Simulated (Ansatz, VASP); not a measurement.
## Two plane-wave programs on Ti

The input POSCAR:

```
Ti
1.0
    2.9358559451      0.0000000000      0.0000000000
   -1.4679279726      2.5425258303      0.0000000000
    0.0000000000      0.0000000000      4.6416239676
Ti
2
Direct
    0.3333333333      0.6666666667      0.2500000000
    0.6666666667      0.3333333333      0.7500000000
```

The input INCAR.step1:

```
PREC = Accurate ; ENCUT = 520
ISMEAR = -1 ; SIGMA = 0.1
LREAL = False ; LASPH = True
NELM = 60 ; NBANDS = 19
GGA = PE ; ALGO = Normal
EDIFF = 1E-4 ; LWAVE = True
LCHARG = False
```

Contents of INCAR.step2:

```
PREC = Accurate ; ENCUT = 520
EDIFF = 1E-7 ; ISMEAR = -1
SIGMA = 0.1 ; LREAL = False
LASPH = True ; NELM = 60
ALGO = Normal ; ISIF = 2
LWAVE = False ; LCHARG = False
METAGGA = R2SCAN ; LMIXTAU = True
NBANDS = 19 ; ISTART = 1
```

The input KPOINTS:

```
regular mesh
0
Gamma
  6 6 4
```

Input for Ansatz:

```yaml
crystal:
  lattice:
    - [2.9358559451, 0.0, 0.0]
    - [-1.4679279726, 2.5425258303, 0.0]
    - [0.0, 0.0, 4.6416239676]
  atoms:
    - { symbol: Ti, position: [0.3333333333, 0.6666666667, 0.25] }
    - { symbol: Ti, position: [0.6666666667, 0.3333333333, 0.75] }
hamiltonian:
  xc: r2scan
  pseudopotentials:
    kind: paw
    azcp:
      Ti: "pseudopotentials/Ti.paw.azcp"
basis:
  ecutwfc: 500
  fft_grid_basis: typed
kpoints:
  mp_grid: { grid: [6, 6, 4], shift: [0, 0, 0] }
magnetization:
  spin_polarized: false
scf:
  occupations: { method: fermi_dirac, width: 0.1 }
  lower_state_search: "off"
output:
  stress: true
```

Alike in both runs: task single point; functional r2SCAN; k mesh 6 × 6 × 4; occupations fermi-dirac, width 0.1 eV; no spin polarisation.

```csv
,VASP,Ansatz
version,VASP 6.6.1,Ansatz 0.2.0
potentials or method,"VASP PAW PBE potentials, release 64 (Ti_sv), cutoff 520 eV","plane waves (500 eV) with PAW, scalar-relativistic"
valence electrons in the cell,24,24
```

VASP gave:

| Property | Result |
| --- | --- |
| pressure (GPa) | 0.5 |
| traceless stress, the component that is largest in VASP (GPa) | 0.63 |

**Question.** Estimate Ansatz's values.

**Answer.** Pressure (GPa): 0.1; traceless stress, the component that is largest in VASP (GPa): 0.62.

VASP's potentials were made for PBE, not for r2SCAN. The functional is the same, so the differences come from potentials, cutoffs and numerics.

The k mesh is coarse, so the values compare programs but aren't converged.
